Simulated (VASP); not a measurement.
H6PbCBr3N, 12 atoms in the cell. Symmetry: Pm, No. 6, monoclinic system. Conventional cell: a = 5.778 Å, b = 5.728 Å, c = 5.942 Å, α = 90.00°, β = 90.14°, γ = 90.00°. Within 1.4 Å of H (site symmetry 1) lie 1 N at 1.05 Å. Within 1.4 Å of H (site symmetry m) lie 1 N at 1.04 Å. H (site symmetry 1) has 1 C at 1.10 Å within 1.5 Å. H (site symmetry m) has 1 C at 1.10 Å within 1.5 Å. Within 4.4 Å of Pb (site symmetry m) lie 6 Br at 2.89 to 3.00 Å and 12 H at 3.77 to 4.20 Å and 2 N at 4.32 Å. Within 1.5 Å of C (site symmetry m) lie 3 H at 1.10 Å and 1 N at 1.47 Å. Within 3.1 Å of Br (site symmetry m) lie 4 H at 2.36 to 2.91 Å and 2 Pb at 2.95 to 3.00 Å. Br (site symmetry m) has 7 H at 2.47 to 3.47 Å and 2 Pb at 2.91 Å and 2 N at 3.32 to 3.41 Å within 3.5 Å. 

* Program: VASP 6.6.1
* Task: single point
* Functional: LDA
* Potentials or basis: VASP PAW LDA potentials, release 64 (H, Pb_d, C, Br, N)
* Cutoff: 520 eV
* k mesh: 4 × 4 × 4
* Occupations: gaussian, width 0.1 eV
* Spin: no spin polarisation
* Dipole correction: no
* Further INCAR settings: ALGO = Normal; EDIFF = 1e-06; NBANDS = 37

Potentials or basis: VASP PAW LDA potentials, release 64 (H, Pb_d, C, Br, N).

The run is started by

```console
$ cat potpaw_LDA.64/H/POTCAR potpaw_LDA.64/Pb_d/POTCAR potpaw_LDA.64/C/POTCAR potpaw_LDA.64/Br/POTCAR potpaw_LDA.64/N/POTCAR > POTCAR
$ mpirun -np 1 vasp_std > vasp.out
```

Hardware: 1 thread of Intel Xeon 8259CL (shared host).

**Question.** How long does it take, and how much memory?

**Answer.** It took 6 min on 1 thread of Intel Xeon 8259CL (shared host), peak memory 0.42 GiB. Counts: scf iterations 14, k points 30.
